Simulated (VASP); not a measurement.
# C (P6_3/mmc) in VASP: a series of runs

Runs on C. Level: LDA. Tasks: single point.

Program: VASP 6.6.1. These are calculated values, not measurements. Logs are shortened: lines on timing, memory, paths and dates and some standing lists are left out, and cuts for length are marked.

**1. The cell of the first run**

Symmetry: P6_3/mmc, No. 194, hexagonal system. Conventional cell: a = 2.483 Å, b = 2.483 Å, c = 4.136 Å, α = 90.00°, β = 90.00°, γ = 120.00°. C (site symmetry 3m) has 4 C at 1.53 to 1.55 Å within 2.0 Å.

**2. Single point, LDA**

INCAR

```
SYSTEM = C
PREC = Accurate
ENCUT = 1300
EDIFF = 1E-6
ISMEAR = -1
SIGMA = 0.05
LREAL = .FALSE.
LASPH = .TRUE.
NELM = 120
ALGO = Normal
ISIF = 2
LWAVE = .FALSE.
LCHARG = .FALSE.
NBANDS = 16
GGA_COMPAT = .FALSE.
```

KPOINTS

```
Automatic mesh
0
G
  8 8 4
  0 0 0
```

POSCAR

```
C
1.0
    2.4833004279      0.0000000000      0.0000000000
   -1.2416502139      2.1506012557      0.0000000000
    0.0000000000      0.0000000000      4.1362880833
C
4
Direct
    0.3333333333      0.6666666667      0.0628291463
    0.6666666667      0.3333333333      0.5628291463
    0.3333333333      0.6666666667      0.4371708537
    0.6666666667      0.3333333333      0.9371708537
```

Potentials or basis: VASP PAW LDA potentials, release 64 (C_h).

Command:

```
$ cat potpaw_LDA.64/C_h/POTCAR > POTCAR
$ mpirun -np 1 vasp_std > vasp.out
```

OUTCAR:

```text
SYSTEM = C
   PREC = Accurate
   ENCUT = 1300
   EDIFF = 1E-6
   ISMEAR = -1
   LREAL = .FALSE.
   LASPH = .TRUE.
   NELM = 120
   ISIF = 2

 ion  position               nearest neighbor table
   1  0.333  0.667  0.063-
   2  0.667  0.333  0.563-
   3  0.333  0.667  0.437-
   4  0.667  0.333  0.937-

  LATTYP: Found a hexagonal cell.
 ALAT       =     2.4833004279
 C/A-ratio  =     1.6656414330

  Lattice vectors:

 A1 = (   2.4833004279,   0.0000000000,   0.0000000000)
 A2 = (  -1.2416502139,   2.1506012557,   0.0000000000)
 A3 = (   0.0000000000,   0.0000000000,   4.1362880833)

Analysis of symmetry for initial positions (statically):
=====================================================================
 Subroutine PRICEL returns:
 Original cell was already a primitive cell.

 Routine SETGRP: Setting up the symmetry group for a
 hexagonal supercell.

 Subroutine GETGRP returns: Found 24 space group operations
 (whereof 12 operations were pure point group operations)
 out of a pool of 24 trial point group operations.

The static configuration has the point symmetry D_3d.
 The point group associated with its full space group is D_6h.

Analysis of symmetry for dynamics (positions and initial velocities):
=====================================================================
 Subroutine PRICEL returns:
 Original cell was already a primitive cell.

 Routine SETGRP: Setting up the symmetry group for a
 hexagonal supercell.

 Subroutine GETGRP returns: Found 24 space group operations
 (whereof 12 operations were pure point group operations)
 out of a pool of 24 trial point group operations.

The dynamic configuration has the point symmetry D_3d.
 The point group associated with its full space group is D_6h.

 Subroutine INISYM returns: Found 24 space group operations
 (whereof 12 operations are pure point group operations),
 and found     1 'primitive' translations

----------------------------------------------------------------------------------------

                                     Primitive cell

  volume of cell :      22.0902

  direct lattice vectors                    reciprocal lattice vectors
     2.483300428  0.000000000  0.000000000     0.402689900  0.232493122  0.000000000
    -1.241650214  2.150601256  0.000000000     0.000000000  0.464986244  0.000000000
     0.000000000  0.000000000  4.136288083     0.000000000  0.000000000  0.241762658

  length of vectors
     2.483300428  2.483300428  4.136288083     0.464986244  0.464986244  0.241762658

  position of ions in fractional coordinates (direct lattice)
     0.333333333  0.666666667  0.062829146
     0.666666667  0.333333333  0.562829146
     0.333333333  0.666666667  0.437170854
     0.666666667  0.333333333  0.937170854

  ion indices of the primitive-cell ions
   primitive index   ion index
                 1           1
                 2           2
                 3           3
                 4           4

----------------------------------------------------------------------------------------

 KPOINTS: Automatic mesh

Automatic generation of k-mesh.
 Grid dimensions read from file:
 generate k-points for:    8    8    4

 Generating k-lattice:

  Cartesian coordinates                     Fractional coordinates (reciprocal lattice)
     0.050336237  0.029061640  0.000000000     0.125000000 -0.000000000  0.000000000
     0.000000000  0.058123280  0.000000000     0.000000000  0.125000000  0.000000000
     0.000000000  0.000000000  0.060440664     0.000000000  0.000000000  0.250000000

  Length of vectors
     0.058123280  0.058123280  0.060440664

  Shift w.r.t. Gamma in fractional coordinates (k-lattice)
     0.000000000  0.000000000  0.000000000

 Subroutine IBZKPT returns following result:
 ===========================================

 Found     30 irreducible k-points:

 Following reciprocal coordinates:
            Coordinates               Weight
  0.000000  0.000000  0.000000      1.000000
  0.125000 -0.000000  0.000000      6.000000
  0.250000 -0.000000  0.000000      6.000000
  0.375000 -0.000000  0.000000      6.000000
  0.500000 -0.000000  0.000000      3.000000
  0.125000  0.125000  0.000000      6.000000
[... 16 lines left out ...]
  0.250000 -0.000000  0.500000      6.000000
  0.375000 -0.000000  0.500000      6.000000
 [... further k-points ...]
   k-points           NKPTS =     30   k-points in BZ     NKDIM =     30   number of bands    NBANDS=     16
   number of dos      NEDOS =    301   number of ions     NIONS =      4
   total plane-waves  NPLWV =  45000
   dimension x,y,z NGX =    30 NGY =   30 NGZ =   50
   dimension x,y,z NGXF=    60 NGYF=   60 NGZF=  100
   ions per type =               4
   NGX,Y,Z   is equivalent  to a cutoff of  20.08, 20.08, 20.10 a.u.
   NGXF,Y,Z  is equivalent  to a cutoff of  40.17, 40.17, 40.19 a.u.
 SYSTEM =  C
   PREC   = accura    normal or accurate (medium, high low for compatibility)
   ISTART =      0    job   : 0-new  1-cont  2-samecut
   ICHARG =      2    charge: 1-file 2-atom 10-const
   ISPIN  =      1    spin polarized calculation?
   LNONCOLLINEAR =      F non collinear calculations
   LSORBIT =      F    spin-orbit coupling
   LASPH  =      T    aspherical Exc in radial PAW
   ENCUT  = 1300.0 eV  95.55 Ry    9.77 a.u.   7.30  7.30 12.16*2*pi/ulx,y,z
   NELM   =    120;   NELMIN=  2; NELMDL= -5     # of ELM steps
   EDIFF  = 0.1E-05   stopping-criterion for ELM
   LREAL  =      F    real-space projection
   EDIFFG = 0.1E-04   stopping-criterion for IOM
   NSW    =      0    number of steps for IOM
   IBRION =     -1    ionic relax: 0-MD 1-quasi-New 2-CG
   NFREE  =      0    steps in history (QN), initial steepest desc. (CG)
   ISIF   =      2    stress and relaxation
   ISYM   =      2    0-nonsym 1-usesym 2-fastsym
   POTIM  = 0.5000    time-step for ionic-motion
   TEBEG  =    0.0;   TEEND  =   0.0 temperature during run
   PSTRESS=    0.0 pullay stress
   NELECT =      16.0000    total number of electrons
   NUPDOWN=      -1.0000    fix difference up-down
   EMIN   =  10.00;   EMAX   =-10.00  energy-range for DOS
   EFERMI =   0.00;   METHOD = LEGACY
   ISMEAR =    -1;   SIGMA  =   0.05  broadening in eV -4-tet -1-fermi 0-gaus
   EFERMI_NEDOS =   21; number of points for ismear=-14 and -15
   IALGO  =     38    algorithm
   IMIX   =      4    mixing-type and parameters
     AMIX     =   0.40;   BMIX     =  1.00
     AMIX_MAG =   1.60;   BMIX_MAG =  1.00
  volume/ion in A,a.u.               =       5.52        37.27
  Fermi-wavevector in a.u.,A,eV,Ry     =   1.470217  2.778308 29.409520  2.161539
  Thomas-Fermi vector in A             =   2.585501
   LORBIT       =      0    0 simple, 1 ext, 2 COOP (PROOUT), +10 PAW based schemes
   GGA     = CA    functional components
   LHFCALC =     F    Hartree Fock is set to
   AEXX    =    0.0000 exact exchange contribution
   IVDW    =     0    specifies the selected vdW correction
   LEPSILON=     F    determine dielectric tensor
   LRPA    =     F    only Hartree local field effects (RPA)
 non-spin polarized calculation
  energy-cutoff  :     1300.00
  volume of cell :       22.09
 maximum number of plane-waves:      2382
 NGX is ok and might be reduce to    30
   NGX = 15   NGY = 15   NGZ = 25

 number of electron      16.0000000 magnetization

 Free energy of the ion-electron system (eV)
  ---------------------------------------------------
  ext. energy  EPLUGINS =         0.00000000
  ---------------------------------------------------
  free energy    TOTEN  =       -40.43333580 eV

  energy without entropy =      -40.43333580  energy(sigma->0) =      -40.43333580

 E-fermi :  12.6569     XC(G=0): -13.7769

 val. band max:       11.5965141846   @ k =   0.0000   0.0000   0.0000
 cond. band min:      14.9924636314   @ k =   0.3750   0.2500   0.0000
 fundamental gap:      3.3959494468
 Fermi energy:        12.6568519970

 k-point     1 :       0.0000    0.0000    0.0000
  band No.  band energies     occupation
      1     -10.4089      2.00000
      2      -4.6307      2.00000
      3      -2.4054      2.00000
      4       8.4461      2.00000
      5       8.4461      2.00000
      6      11.0760      2.00000
[... 8 lines left out ...]
     15      26.6300      0.00000
     16      29.4543      0.00000

 k-point     2 :       0.1250   -0.0000    0.0000
  band No.  band energies     occupation
      1     -10.0142      2.00000
      2      -4.2789      2.00000
      3      -2.0313      2.00000
      4       6.6679      2.00000
      5       7.6932      2.00000
      6      10.0918      2.00000
[... 8 lines left out ...]
     15      27.0105      0.00000
     16      27.7326      0.00000

 k-point     3 :       0.2500   -0.0000    0.0000
  band No.  band energies     occupation
      1      -8.8401      2.00000
      2      -3.2311      2.00000
      3      -0.9750      2.00000
      4       3.1460      2.00000
      5       6.3470      2.00000
      6       7.0707      2.00000
[... 8 lines left out ...]
     15      26.3920      0.00000
     16      27.4247      0.00000

 k-point     4 :       0.3750   -0.0000    0.0000
  band No.  band energies     occupation
      1      -6.9359      2.00000
      2      -1.5220      2.00000
      3      -0.9012      2.00000
      4       1.0516      2.00000
      5       3.8788      2.00000
      6       5.3353      2.00000
[... 8 lines left out ...]
     15      27.3854      0.00000
     16      28.9489      0.00000

 k-point     5 :       0.5000   -0.0000    0.0000
  band No.  band energies     occupation
      1      -4.9787      2.00000
      2      -3.3304      2.00000
      3       0.3413      2.00000
      4       1.4823      2.00000
      5       2.1277      2.00000
      6       4.9744      2.00000
[... 8 lines left out ...]
     15      28.3507      0.00000
     16      30.0805      0.00000

 k-point     6 :       0.1250    0.1250    0.0000
  band No.  band energies     occupation
      1      -9.2296      2.00000
      2      -3.5791      2.00000
      3      -1.3110      2.00000
      4       4.5391      2.00000
      5       6.0376      2.00000
      6       8.2323      2.00000
[... 8 lines left out ...]
     15      26.7362      0.00000
     16      27.7815      0.00000
[... 267 lines left out ...]
 k-point    21 :       0.0000    0.0000    0.5000
  band No.  band energies     occupation
      1      -8.7071      2.00000
      2      -8.7071      2.00000
      3       4.4504      2.00000
      4       4.4504      2.00000
      5       9.7058      2.00000
      6       9.7058      2.00000
[... 8 lines left out ...]
     15      27.6371      0.00000
     16      27.6371      0.00000

 k-point    22 :       0.1250   -0.0000    0.5000
  band No.  band energies     occupation
      1      -8.3186      2.00000
      2      -8.3186      2.00000
      3       4.6545      2.00000
      4       4.6545      2.00000
      5       8.0357      2.00000
      6       8.0357      2.00000
[... 8 lines left out ...]
     15      27.1286      0.00000
     16      27.1286      0.00000

 k-point    23 :       0.2500   -0.0000    0.5000
  band No.  band energies     occupation
      1      -7.1647      2.00000
      2      -7.1647      2.00000
      3       4.1563      2.00000
      4       4.1563      2.00000
      5       5.7591      2.00000
      6       5.7591      2.00000
[... 8 lines left out ...]
     15      26.6668      0.00000
     16      26.6668      0.00000

 k-point    24 :       0.3750   -0.0000    0.5000
  band No.  band energies     occupation
      1      -5.3015      2.00000
      2      -5.3015      2.00000
      3       0.8285      2.00000
      4       0.8285      2.00000
      5       6.3146      2.00000
      6       6.3146      2.00000
[... 8 lines left out ...]
     15      27.4303      0.00000
     16      27.4303      0.00000

 [... further k-points ...]

------------------------ aborting loop because EDIFF is reached ----------------------------------------

  FORCE on cell =-STRESS in cart. coord.  units (eV):
  Direction    XX          YY          ZZ          XY          YZ          ZX
  --------------------------------------------------------------------------------------
  -------------------------------------------------------------------------------------
  Total        0.1286086      0.1286086      0.1167556      0.0000000     -0.0000000      0.0000000
  in kB        9.3278331      9.3278331      8.4681484      0.0000000     -0.0000000      0.0000000
  external PRESSURE =       9.0412716 kB  Pullay stress =       0.0000000 kB

 VOLUME and BASIS-vectors are now :
 -----------------------------------------------------------------------------
  energy-cutoff  :     1300.00
  volume of cell :       22.09
      direct lattice vectors                 reciprocal lattice vectors
     2.483300428  0.000000000  0.000000000     0.402689900  0.232493122  0.000000000
    -1.241650214  2.150601256  0.000000000     0.000000000  0.464986244  0.000000000
     0.000000000  0.000000000  4.136288083     0.000000000  0.000000000  0.241762658

 POSITION                                       TOTAL-FORCE (eV/Angst)
 -----------------------------------------------------------------------------------
     -0.00000      1.43373      0.25988        -0.000000     -0.000000     -0.000084
      1.24165      0.71687      2.32802         0.000000      0.000000     -0.000084
     -0.00000      1.43373      1.80826         0.000000     -0.000000      0.000084
      1.24165      0.71687      3.87641        -0.000000      0.000000      0.000084
 -----------------------------------------------------------------------------------
    total drift:                               -0.000000      0.000000      0.000000

  FREE ENERGIE OF THE ION-ELECTRON SYSTEM (eV)
  ---------------------------------------------------
  free  energy   TOTEN  =       -40.4333358027 eV

  energy  without entropy=      -40.4333358027  energy(sigma->0) =      -40.43333580
```

It took 20 s on 1 thread of Intel Xeon 6975P-C (Granite Rapids), shared host; peak memory 0.17 GiB.

Results:

```
Free energy            : -40.4333 eV
Pressure               : 0.9 GPa
Band gap on the k mesh : 3.40 eV (least direct gap 4.97 eV)
```

Stress tensor (GPa, compression positive):
```
0.93 0.00 0.00
0.00 0.93 0.00
0.00 0.00 0.85
```

Levels at points of the mesh, in eV from the valence-band top:
| k point | band 6 | band 7 | band 8 | band 9 | band 10 | band 11 |
| --- | --- | --- | --- | --- | --- | --- |
| (0.00, 0.00, 0.00) | -0.52 | 0.00 | 0.00 | 4.97 | 4.97 | 5.35 |
| (0.50, 0.00, 0.00) | -6.62 | -6.16 | -3.21 | 4.53 | 7.93 | 8.32 |
| (0.00, 0.00, 0.50) | -1.89 | -1.89 | -1.89 | 7.29 | 7.29 | 7.29 |
| (0.50, 0.00, 0.50) | -5.23 | -4.92 | -4.92 | 5.93 | 5.93 | 6.63 |

A k mesh can miss the band edges.

**3. Single point, LDA (5.74 Å³/atom)**

This run uses another cell than the first one, of 5.74 Å³/atom.

INCAR

```
  PREC = Accurate
  ENCUT = 1300
  EDIFF = 1E-6
  ISMEAR = -1
  SIGMA = 0.05
  LREAL = False
  LASPH = True
  NELM = 120
  ALGO = Normal
  ISIF = 2
  LWAVE = False
  LCHARG = False
  GGA = CA
  NBANDS = 16
  GGA_COMPAT = False
```

KPOINTS

```
Automatic mesh
0
Gamma
  13 13 7
```

POSCAR

```
C
1.0
    2.5159791810      0.0000000000      0.0000000000
   -1.2579895905      2.1789018861      0.0000000000
    0.0000000000      0.0000000000      4.1907191685
C
4
Direct
    0.3333333333      0.6666666667      0.0628291463
    0.6666666667      0.3333333333      0.5628291463
    0.3333333333      0.6666666667      0.4371708537
    0.6666666667      0.3333333333      0.9371708537
```

Potentials or basis: VASP PAW LDA potentials, release 64 (C_h).

Command:

```
$ cat potpaw_LDA.64/C_h/POTCAR > POTCAR
$ mpirun -np 1 vasp_std > vasp.out
```

It took 49 s on 1 thread of AMD EPYC 9R45 (Zen 5), shared host; peak memory 0.18 GiB.

It converged, with:

```yaml
Free_energy: -40.3918 eV
Pressure: -16.3 GPa
Largest_force: 0.045 eV/Å
Band_gap_on_the_k_mesh: 3.27 eV (least direct gap 4.90 eV)
```

Forces on the atoms (eV/Å):
```
C    0.000  0.000 -0.045
C    0.000  0.000 -0.045
C    0.000  0.000  0.045
C    0.000  0.000  0.045
```

Stress tensor (GPa, compression positive):
```
-16.19   0.00   0.00
  0.00 -16.19   0.00
  0.00   0.00 -16.50
```

Levels at points of the mesh, in eV from the valence-band top:
```tsv
k point	band 5	band 6	band 7	band 8	band 9	band 10	band 11	band 12
(0.00, 0.00, 0.00)	-3.03	-0.49	0.00	0.00	4.90	4.90	5.25	8.15
```

Caveat: the cell stands under tension.

**4. Single point, LDA (5.52 Å³/atom)**

INCAR

```
ALGO     = Normal         # electronic algorithm
EDIFF    = 1E-6           # SCF threshold, eV
ENCUT    = 1300           # plane-wave cutoff, eV
GGA      = CA             # functional
GGA_COMPAT= F            
ISIF     = 2              # what is computed and relaxed
ISMEAR   = -1             # smearing method
LASPH    = T              # aspherical terms in the spheres
LCHARG   = F              # write CHGCAR
LREAL    = F              # projectors in reciprocal space
LWAVE    = F              # write WAVECAR
NBANDS   = 16             # bands
NELM     = 120            # most SCF steps
PREC     = Accurate       # precision mode
SIGMA    = 0.05           # smearing width, eV
```

KPOINTS

```
k-points
0
Gamma
  13 13 7
```

POSCAR

```
C
1.0
    2.4833004279      0.0000000000      0.0000000000
   -1.2416502139      2.1506012557      0.0000000000
    0.0000000000      0.0000000000      4.1362880833
C
4
Direct
    0.3333333333      0.6666666667      0.0628291463
    0.6666666667      0.3333333333      0.5628291463
    0.3333333333      0.6666666667      0.4371708537
    0.6666666667      0.3333333333      0.9371708537
```

Command:

```
$ cat potpaw_LDA.64/C_h/POTCAR > POTCAR
$ mpirun -np 1 vasp_std > vasp.out
```

It took 47 s on 1 thread of Intel Xeon Platinum 8488C (Sapphire Rapids), shared host; peak memory 0.21 GiB.

Results (log left out):

* Free energy: -40.4344 eV
* Pressure: 0.9 GPa
* Band gap on the k mesh: 3.15 eV (least direct gap 4.97 eV)

Levels at points of the mesh, in eV from the valence-band top:
```csv
k point,band 6,band 7,band 8,band 9,band 10,band 11
"(0.00, 0.00, 0.00)",-0.52,0.00,0.00,4.97,4.97,5.35
```

A k mesh can miss the band edges.

**5. Single point, LDA (5.30 Å³/atom)**

This run uses another cell than the first one, of 5.30 Å³/atom.

INCAR

```
PREC = Accurate ; ENCUT = 1300
EDIFF = 1E-6 ; ISMEAR = -1
SIGMA = 0.05 ; LREAL = F
LASPH = T ; NELM = 120
ALGO = Normal ; ISIF = 2
LWAVE = F ; LCHARG = F
NBANDS = 16 ; GGA_COMPAT = F
```

KPOINTS

```
Automatic mesh
0
Gamma
  13 13 7
```

POSCAR

```
C
1.0
    2.4497381997      0.0000000000      0.0000000000
   -1.2248690999      2.1215355136      0.0000000000
    0.0000000000      0.0000000000      4.0803854456
C
4
Direct
    0.3333333333      0.6666666667      0.0628291463
    0.6666666667      0.3333333333      0.5628291463
    0.3333333333      0.6666666667      0.4371708537
    0.6666666667      0.3333333333      0.9371708537
```

Command:

```
$ cat potpaw_LDA.64/C_h/POTCAR > POTCAR
$ mpirun -np 1 vasp_std > vasp.out
```

Run time: 34 s. Hardware: 1 thread of AMD EPYC 9R45 (Zen 5), shared host; peak memory 0.18 GiB.

It converged, with:

```yaml
Free_energy: -40.3728 eV
Pressure: 21.6 GPa
Largest_force: 0.053 eV/Å
Band_gap_on_the_k_mesh: 3.01 eV (least direct gap 5.04 eV)
```

Forces in eV/Å, atoms in the order of the input:
```
C    0.000  0.000  0.053
C    0.000  0.000  0.053
C    0.000  0.000 -0.053
C    0.000  0.000 -0.053
```

Stress tensor (GPa, compression positive):
```
21.47  0.00  0.00
 0.00 21.47  0.00
 0.00  0.00 21.86
```

Levels at points of the mesh, in eV from the valence-band top:
| k point | band 6 | band 7 | band 8 | band 9 | band 10 | band 11 |
| --- | --- | --- | --- | --- | --- | --- |
| (0.00, 0.00, 0.00) | -0.55 | 0.00 | 0.00 | 5.04 | 5.04 | 5.45 |

Caveat: the cell stands under pressure. A k mesh can miss the band edges.

**6. The runs side by side**

| cell | k mesh | gap on the mesh (eV) | pressure (GPa) | largest force (eV/Å) |
| --- | --- | --- | --- | --- |
| a = 2.483, b = 2.483, c = 4.136 Å, angles 90.0, 90.0, 120.0°, 4 atoms | 8 × 8 × 4 | 3.40 | 0.9 | - |
| a = 2.516, b = 2.516, c = 4.191 Å, angles 90.0, 90.0, 120.0°, 4 atoms | 13 × 13 × 7 | 3.27 | -16.3 | 0.04 |
| a = 2.483, b = 2.483, c = 4.136 Å, angles 90.0, 90.0, 120.0°, 4 atoms | 13 × 13 × 7 | 3.15 | 0.9 | - |
| a = 2.450, b = 2.450, c = 4.080 Å, angles 90.0, 90.0, 120.0°, 4 atoms | 13 × 13 × 7 | 3.01 | 21.6 | 0.05 |

Alike in all rows: task single point; level LDA; potentials or basis VASP PAW LDA potentials, release 64 (C_h); no spin polarisation; cutoff (eV) 1300; smearing fermi-dirac 0.05 eV.

Caveats: the cell stands under tension (at least some runs); the cell stands under pressure (at least some runs).

Absolute energies hang on the potentials; compare differences alone.
